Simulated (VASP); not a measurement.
Here is a VASP 6.6.1 calculation.

File INCAR:

```
  PREC = Accurate
  ENCUT = 520
  EDIFF = 1E-6
  ISMEAR = -1
  SIGMA = 0.08
  LREAL = False
  LASPH = True
  NELM = 100
  ALGO = Normal
  ISIF = 2
  LWAVE = False
  LCHARG = True
  GGA = PE
  LELF = True
  LVHAR = True
  NBANDS = 12
```

KPOINTS

```
Automatic mesh
0
Gamma
  19 19 19
```

Contents of POSCAR:

```
Cu
1.0
    0.0000000000      1.8075000000      1.7894250000
    1.8075000000      0.0000000000      1.7894250000
    1.8075000000      1.8075000000      0.0000000000
Cu
1
Direct
    0.0000000000      0.0000000000      0.0000000000
```

Potentials or basis: VASP PAW PBE potentials, release 64 (Cu).

The run is started by

```sh
$ cat potpaw_PBE.64/Cu/POTCAR > POTCAR
$ mpirun -np 1 vasp_std > vasp.out
```

What does it give for the pressure?

3.8 GPa.

Stress tensor (GPa, compression positive):
```
3.66 0.00 0.00
0.00 3.66 0.00
0.00 0.00 4.08
```

Caveat: the cell differs from its parent crystal (zz strain of -1 %).
